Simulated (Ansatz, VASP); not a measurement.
# WF in VASP and in Ansatz

File INCAR:

```
PREC     = Accurate       # precision mode
ENCUT    = 600            # plane-wave cutoff, eV
EDIFF    = 1E-6           # SCF threshold, eV
ISMEAR   = 0              # smearing method
SIGMA    = 0.1            # smearing width, eV
LREAL    = False          # projectors in reciprocal space
LASPH    = True           # aspherical terms in the spheres
NELM     = 100            # most SCF steps
ALGO     = Normal         # electronic algorithm
ISIF     = 3              # what is computed and relaxed
LWAVE    = False          # write WAVECAR
LCHARG   = False          # write CHGCAR
GGA      = PE             # functional
IBRION   = 2              # ionic algorithm
NSW      = 90             # ionic steps
EDIFFG   = -0.04          # ionic threshold
```

KPOINTS

```
Automatic mesh
0
Gamma
  6 6 6
```

Contents of POSCAR:

```
WF
1.0
    0.0000000000      2.4590549219      2.4590549219
    2.4590549219      0.0000000000      2.4590549219
    2.4590549219      2.4590549219      0.0000000000
W F
1 1
Direct
    0.0000000000      0.0000000000      0.0000000000
    0.7500000000      0.7500000000      0.7500000000
```

Input for Ansatz:

```yaml
crystal:
  lattice:
    - [0.0, 2.4590549219, 2.4590549219]
    - [2.4590549219, 0.0, 2.4590549219]
    - [2.4590549219, 2.4590549219, 0.0]
  atoms:
    - { symbol: W, position: [0.0, 0.0, 0.0] }
    - { symbol: F, position: [0.75, 0.75, 0.75] }
basis:
  ecutwfc: 420
kpoints:
  mp_grid: { grid: [6, 6, 6] }
hamiltonian:
  xc: pbe
scf:
  occupations: { method: gaussian, width: 0.1 }
  lower_state_search: "off"
output:
  forces: true
  stress: true
  eigenvalues: true
relax:
  adjacent_minimum: "off"
  f_tol: 0.04
  max_steps: 70
  cell: { stress_tol: 0.4 }
```

Alike in both runs: task relaxation of cell and atoms; functional PBE; k mesh 6 × 6 × 6; occupations gaussian, width 0.1 eV; no spin polarisation.

|  | VASP | Ansatz |
| --- | --- | --- |
| version | VASP 6.6.1 | Ansatz 0.2.0 |
| potentials or method | VASP PAW PBE potentials, release 64 (W_sv, F), cutoff 600 eV | scalar-relativistic, plane waves, PAW |
| valence electrons in the cell | 21 | 21 |

|  | VASP | Ansatz | Ansatz less VASP |
| --- | --- | --- | --- |
| gap on the k mesh at the Fermi level, each at its own relaxed structure (eV) | none | none | - |
| relaxed volume (Å³/atom) | 14.35 | 14.26 | -0.087 |
| relaxed length of the cell vector where the two differ most in proportion (Å) | 3.436 | 3.430 | -0.0069 |

A gap of «none» marks a metal or a gap that the smearing closes.

The k mesh is coarse, so the values compare programs but aren't converged. Neither program's run includes spin-orbit coupling.
